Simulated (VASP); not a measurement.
# Hf (P6_3/mmc) in VASP: single point with r2SCAN

Aim: the single point of Hf with r2SCAN.

All numbers are computed with VASP 6.6.1; they aren't measurements. Logs are shortened: lines on timing, memory, paths and dates and some standing lists are left out, and cuts for length are marked.

## (1) The cell of the first run

Symmetry: P6_3/mmc, No. 194, hexagonal system. Conventional cell: a = 3.199 Å, b = 3.199 Å, c = 5.044 Å, α = 90.00°, β = 90.00°, γ = 120.00°. Hf (site symmetry -6m2) has 12 Hf at 3.13 to 3.20 Å within 4.1 Å.

## (2) Single point, r2SCAN

POSCAR reads:

```
Hf
1.0
    3.1988145526      0.0000000000      0.0000000000
   -1.5994072763      2.7702546645      0.0000000000
    0.0000000000      0.0000000000      5.0436189205
Hf
2
Direct
    0.3333333333      0.6666666667      0.2500000000
    0.6666666667      0.3333333333      0.7500000000
```

INCAR.step1 reads:

```
ALGO = Normal ; EDIFF = 1E-4
ENCUT = 520 ; GGA = PE
ISMEAR = 0 ; LASPH = True
LCHARG = False ; LREAL = False
LWAVE = True ; NBANDS = 17
NELM = 60 ; PREC = Accurate
SIGMA = 0.1
```

INCAR.step2 reads:

```
ALGO = Normal ; EDIFF = 1E-6
ENCUT = 520 ; ISIF = 2
ISMEAR = 0 ; ISTART = 1
LASPH = True ; LCHARG = True
LELF = True ; LMIXTAU = True
LREAL = False ; LVHAR = True
LWAVE = False ; METAGGA = R2SCAN
NBANDS = 17 ; NELM = 60
PREC = Accurate ; SIGMA = 0.1
```

KPOINTS reads:

```
k-points
0
Gamma
  18 18 8
```

Potentials or basis: VASP PAW PBE potentials, release 64 (Hf_pv).

Launch:

```sh
cat potpaw_PBE.64/Hf_pv/POTCAR > POTCAR
cp INCAR.step1 INCAR
mpirun -np 1 vasp_std > vasp.out
cp INCAR.step2 INCAR
mpirun -np 1 vasp_std > vasp.out
```

OUTCAR:

```text
EDIFF = 1E-6
   ENCUT = 520
   ISIF = 2
   ISMEAR = 0
   ISTART = 1
   LASPH = True
   LREAL = False
   METAGGA = R2SCAN
   NELM = 60
   PREC = Accurate

 ion  position               nearest neighbor table
   1  0.333  0.667  0.250-   2 3.13   2 3.13   2 3.13   2 3.13   2 3.13   2 3.13
   2  0.667  0.333  0.750-   1 3.13   1 3.13   1 3.13   1 3.13   1 3.13   1 3.13

  LATTYP: Found a hexagonal cell.
 ALAT       =     3.1988145526
 C/A-ratio  =     1.5767150104

  Lattice vectors:

 A1 = (   3.1988145526,   0.0000000000,   0.0000000000)
 A2 = (  -1.5994072763,   2.7702546645,   0.0000000000)
 A3 = (   0.0000000000,   0.0000000000,   5.0436189205)

Analysis of symmetry for initial positions (statically):
=====================================================================
 Subroutine PRICEL returns:
 Original cell was already a primitive cell.

 Routine SETGRP: Setting up the symmetry group for a
 hexagonal supercell.

 Subroutine GETGRP returns: Found 24 space group operations
 (whereof 12 operations were pure point group operations)
 out of a pool of 24 trial point group operations.

The static configuration has the point symmetry D_3d.
 The point group associated with its full space group is D_6h.

Analysis of symmetry for dynamics (positions and initial velocities):
=====================================================================
 Subroutine PRICEL returns:
 Original cell was already a primitive cell.

 Routine SETGRP: Setting up the symmetry group for a
 hexagonal supercell.

 Subroutine GETGRP returns: Found 24 space group operations
 (whereof 12 operations were pure point group operations)
 out of a pool of 24 trial point group operations.

The dynamic configuration has the point symmetry D_3d.
 The point group associated with its full space group is D_6h.

 Subroutine INISYM returns: Found 24 space group operations
 (whereof 12 operations are pure point group operations),
 and found     1 'primitive' translations

----------------------------------------------------------------------------------------

                                     Primitive cell

  volume of cell :      44.6942

  direct lattice vectors                    reciprocal lattice vectors
     3.198814553  0.000000000  0.000000000     0.312615809  0.180488822  0.000000000
    -1.599407276  2.770254664  0.000000000     0.000000000  0.360977643  0.000000000
     0.000000000  0.000000000  5.043618921     0.000000000  0.000000000  0.198270332

  length of vectors
     3.198814553  3.198814553  5.043618921     0.360977643  0.360977643  0.198270332

  position of ions in fractional coordinates (direct lattice)
     0.333333333  0.666666667  0.250000000
     0.666666667  0.333333333  0.750000000

  ion indices of the primitive-cell ions
   primitive index   ion index
                 1           1
                 2           2

----------------------------------------------------------------------------------------

 KPOINTS: k-points

Automatic generation of k-mesh.
 Grid dimensions read from file:
 generate k-points for:   18   18    8

 Generating k-lattice:

  Cartesian coordinates                     Fractional coordinates (reciprocal lattice)
     0.017367545  0.010027157  0.000000000     0.055555556  0.000000000  0.000000000
     0.000000000  0.020054314  0.000000000     0.000000000  0.055555556  0.000000000
     0.000000000  0.000000000  0.024783792     0.000000000  0.000000000  0.125000000

  Length of vectors
     0.020054314  0.020054314  0.024783792

  Shift w.r.t. Gamma in fractional coordinates (k-lattice)
     0.000000000  0.000000000  0.000000000

 Subroutine IBZKPT returns following result:
 ===========================================

 Found    185 irreducible k-points:

 Following reciprocal coordinates:
            Coordinates               Weight
  0.000000  0.000000  0.000000      1.000000
  0.055556 -0.000000  0.000000      6.000000
  0.111111 -0.000000  0.000000      6.000000
  0.166667 -0.000000  0.000000      6.000000
  0.222222 -0.000000  0.000000      6.000000
  0.277778 -0.000000  0.000000      6.000000
[... 16 lines left out ...]
  0.333333  0.111111  0.000000     12.000000
  0.388889  0.111111  0.000000     12.000000
 [... further k-points ...]
   k-points           NKPTS =    185   k-points in BZ     NKDIM =    185   number of bands    NBANDS=     17
   number of dos      NEDOS =    301   number of ions     NIONS =      2
   total plane-waves  NPLWV =  23040
   dimension x,y,z NGX =    24 NGY =   24 NGZ =   40
   dimension x,y,z NGXF=    48 NGYF=   48 NGZF=   80
   ions per type =               2
   NGX,Y,Z   is equivalent  to a cutoff of  12.47, 12.47, 13.18 a.u.
   NGXF,Y,Z  is equivalent  to a cutoff of  24.95, 24.95, 26.37 a.u.
 SYSTEM =  unknown system
   PREC   = accura    normal or accurate (medium, high low for compatibility)
   ISTART =      1    job   : 0-new  1-cont  2-samecut
   ICHARG =      0    charge: 1-file 2-atom 10-const
   ISPIN  =      1    spin polarized calculation?
   LNONCOLLINEAR =      F non collinear calculations
   LSORBIT =      F    spin-orbit coupling
   LASPH  =      T    aspherical Exc in radial PAW
   ENCUT  =  520.0 eV  38.22 Ry    6.18 a.u.   5.95  5.95  9.38*2*pi/ulx,y,z
   NELM   =     60;   NELMIN=  2; NELMDL=  0     # of ELM steps
   EDIFF  = 0.1E-05   stopping-criterion for ELM
   LREAL  =      F    real-space projection
   EDIFFG = 0.1E-04   stopping-criterion for IOM
   NSW    =      0    number of steps for IOM
   IBRION =     -1    ionic relax: 0-MD 1-quasi-New 2-CG
   NFREE  =      0    steps in history (QN), initial steepest desc. (CG)
   ISIF   =      2    stress and relaxation
   ISYM   =      2    0-nonsym 1-usesym 2-fastsym
   POTIM  = 0.5000    time-step for ionic-motion
   TEBEG  =    0.0;   TEEND  =   0.0 temperature during run
   PSTRESS=    0.0 pullay stress
   NELECT =      20.0000    total number of electrons
   NUPDOWN=      -1.0000    fix difference up-down
   EMIN   =  10.00;   EMAX   =-10.00  energy-range for DOS
   EFERMI =   0.00;   METHOD = LEGACY
   ISMEAR =     0;   SIGMA  =   0.10  broadening in eV -4-tet -1-fermi 0-gaus
   EFERMI_NEDOS =   21; number of points for ismear=-14 and -15
   IALGO  =     38    algorithm
   IMIX   =      4    mixing-type and parameters
     AMIX     =   0.40;   BMIX     =  1.00
     AMIX_MAG =   1.60;   BMIX_MAG =  1.00
  volume/ion in A,a.u.               =      22.35       150.81
  Fermi-wavevector in a.u.,A,eV,Ry     =   1.252183  2.366283 21.333424  1.567962
  Thomas-Fermi vector in A             =   2.386095
   LORBIT       =      0    0 simple, 1 ext, 2 COOP (PROOUT), +10 PAW based schemes
   METAGGA = R2SCAN    functional components
   LHFCALC =     F    Hartree Fock is set to
   AEXX    =    0.0000 exact exchange contribution
   IVDW    =     0    specifies the selected vdW correction
   LEPSILON=     F    determine dielectric tensor
   LRPA    =     F    only Hartree local field effects (RPA)
 non-spin polarized calculation
 Gauss-broadening in eV      SIGMA  =   0.10
  energy-cutoff  :      520.00
  volume of cell :       44.69
 maximum number of plane-waves:      1236
 NGX is ok and might be reduce to    24
   NGX = 11   NGY = 11   NGZ = 19

 number of electron      20.0000003 magnetization

 Free energy of the ion-electron system (eV)
  ---------------------------------------------------
  ext. energy  EPLUGINS =         0.00000000
  ---------------------------------------------------
  free energy    TOTEN  =       -90.30630488 eV

  energy without entropy =      -90.29990336  energy(sigma->0) =      -90.30310412

 E-fermi :   4.8384     XC(G=0): -12.1591

 val. band max:        4.8172583412   @ k =   0.1111   0.1111   0.3750
 cond. band min:       4.8431214891   @ k =   0.1111  -0.0000   0.0000
 fundamental gap:      0.0258631479
 Fermi energy:         4.8384307988

 k-point     1 :       0.0000    0.0000    0.0000
  band No.  band energies     occupation
      1     -27.4136      2.00000
      2     -26.6411      2.00000
      3     -26.6411      2.00000
      4     -26.5105      2.00000
      5     -26.5096      2.00000
      6     -26.5096      2.00000
[... 9 lines left out ...]
     16       7.7420      0.00000
     17      10.4980      0.00000

 k-point     2 :       0.0556   -0.0000    0.0000
  band No.  band energies     occupation
      1     -27.4052      2.00000
      2     -26.6588      2.00000
      3     -26.6471      2.00000
      4     -26.5283      2.00000
      5     -26.5143      2.00000
      6     -26.5118      2.00000
[... 9 lines left out ...]
     16       7.6439      0.00000
     17      10.5778      0.00000

 k-point     3 :       0.1111   -0.0000    0.0000
  band No.  band energies     occupation
      1     -27.3805      2.00000
      2     -26.7097      2.00000
      3     -26.6641      2.00000
      4     -26.5815      2.00000
      5     -26.5258      2.00000
      6     -26.5185      2.00000
[... 9 lines left out ...]
     16       7.3916      0.00000
     17      10.7753      0.00000

 k-point     4 :       0.1667   -0.0000    0.0000
  band No.  band energies     occupation
      1     -27.3411      2.00000
      2     -26.7878      2.00000
      3     -26.6893      2.00000
      4     -26.6611      2.00000
      5     -26.5450      2.00000
      6     -26.5295      2.00000
[... 9 lines left out ...]
     16       7.8028      0.00000
     17      11.0130      0.00000
[... 343 lines left out ...]
      1     -27.1451      2.00000
      2     -27.0714      2.00000
      3     -26.9648      2.00000
      4     -26.7902      2.00000
      5     -26.6576      2.00000
      6     -26.6143      2.00000
[... 9 lines left out ...]
     16      10.3486      0.00000
     17      11.3463      0.00000

 k-point    23 :       0.3333    0.1111    0.0000
  band No.  band energies     occupation
      1     -27.1443      2.00000
      2     -27.0830      2.00000
      3     -27.0127      2.00000
      4     -26.8268      2.00000
      5     -26.7005      2.00000
      6     -26.6305      2.00000
[... 9 lines left out ...]
     16      11.1580      0.00000
     17      11.4050      0.00000

 k-point    24 :       0.3889    0.1111    0.0000
  band No.  band energies     occupation
      1     -27.1915      2.00000
      2     -27.0438      2.00000
      3     -27.0326      2.00000
      4     -26.8503      2.00000
      5     -26.7382      2.00000
      6     -26.6410      2.00000
[... 9 lines left out ...]
     16      11.4369      0.00000
     17      11.8794      0.00000

 [... further k-points ...]

------------------------ aborting loop because EDIFF is reached ----------------------------------------

  FORCE on cell =-STRESS in cart. coord.  units (eV):
  Direction    XX          YY          ZZ          XY          YZ          ZX
  --------------------------------------------------------------------------------------
  -------------------------------------------------------------------------------------
  Total       -0.1444493     -0.1444493     -0.1903807      0.0000000      0.0000000      0.0000000
  in kB       -5.1781530     -5.1781530     -6.8246819      0.0000000      0.0000000      0.0000000
  external PRESSURE =      -5.7269959 kB  Pullay stress =       0.0000000 kB

 VOLUME and BASIS-vectors are now :
 -----------------------------------------------------------------------------
  energy-cutoff  :      520.00
  volume of cell :       44.69
      direct lattice vectors                 reciprocal lattice vectors
     3.198814553  0.000000000  0.000000000     0.312615809  0.180488822  0.000000000
    -1.599407276  2.770254664  0.000000000     0.000000000  0.360977643  0.000000000
     0.000000000  0.000000000  5.043618921     0.000000000  0.000000000  0.198270332

 POSITION                                       TOTAL-FORCE (eV/Angst)
 -----------------------------------------------------------------------------------
     -0.00000      1.84684      1.26090         0.000000     -0.000000      0.000000
      1.59941      0.92342      3.78271        -0.000000      0.000000      0.000000
 -----------------------------------------------------------------------------------
    total drift:                               -0.000000      0.000000     -0.000000

  FREE ENERGIE OF THE ION-ELECTRON SYSTEM (eV)
  ---------------------------------------------------
  free  energy   TOTEN  =       -90.3063048827 eV

  energy  without entropy=      -90.2999033630  energy(sigma->0) =      -90.30310412
```

Wall time 2.6 min (1 thread of Intel Xeon 6975P-C (Granite Rapids), shared host); peak memory 0.25 GiB.

Results:

```yaml
Free_energy: -90.3063 eV
Pressure: -0.6 GPa
Band_gap_on_the_k_mesh: zero (bands 10 and 11 overlap by 1.81 eV)
```

Levels at points of the mesh, in eV from the Fermi level:
```
           k point  band 8  band 9  band 10  band 11  band 12  band 13
(0.00, 0.00, 0.00)   -3.84    0.44     1.33     1.33     1.67     2.21
(0.50, 0.00, 0.00)   -2.85   -2.32    -1.03     0.94     0.96     1.84
(0.00, 0.00, 0.50)   -5.68    0.17     0.17     1.22     1.22     1.22
(0.50, 0.00, 0.50)   -3.53   -1.01    -1.01     1.08     1.08     2.87
```

Caveat: the PAW data sets were made with another functional, which shifts forces and pressure a little; spin-orbit coupling is left out, which moves the levels of the heavy elements.
